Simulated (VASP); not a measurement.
Set up this calculation in VASP 6.6.1, as the native input.

- Task: single point
- Functional: PBEsol
- Potentials or basis: VASP PAW PBE potentials, release 64 (Li_sv, Br)
- Cutoff: 750 eV
- k mesh: 14 × 14 × 14
- Occupations: fermi-dirac, width 0.08 eV
- Spin: no spin polarisation
- Dipole correction: no
- Further INCAR settings: ALGO = Normal; EDIFF = 1e-06; NBANDS = 12

The structure of LiBr lies in POSCAR:

```
LiBr
1.0
    0.0000000000      2.7061263712      2.7061263712
    2.7061263712      0.0000000000      2.7061263712
    2.7061263712      2.7061263712      0.0000000000
Li Br
1 1
Direct
    0.0000000000      0.0000000000      0.0000000000
    0.5000000000      0.5000000000      0.5000000000
```

These files were run (other wordings do the same):

INCAR

```
SYSTEM = LiBr
PREC = Accurate ; ENCUT = 750
EDIFF = 1E-6 ; ISMEAR = -1
SIGMA = 0.08 ; LREAL = .False.
LASPH = .True. ; NELM = 120
ALGO = Normal ; ISIF = 2
LWAVE = .False. ; LCHARG = .False.
GGA = PS ; NBANDS = 12
GGA_COMPAT = .False.
```

KPOINTS

```
regular mesh
0
Gamma
  14 14 14
  0 0 0
```

Potentials or basis: VASP PAW PBE potentials, release 64 (Li_sv, Br).

Command:

```console
$ cat potpaw_PBE.64/Li_sv/POTCAR potpaw_PBE.64/Br/POTCAR > POTCAR
$ mpirun -np 1 vasp_std > vasp.out
```

It gave:

- Pressure: 0.0 GPa
- Band gap on the k mesh: 4.98 eV (least direct gap 4.98 eV)

Caveat: the PAW data sets were made with another functional, which shifts forces and pressure a little.

It took 79 s on 1 thread of AMD EPYC 9R14 (Zen 4), on a shared host, peak memory 0.22 GiB.
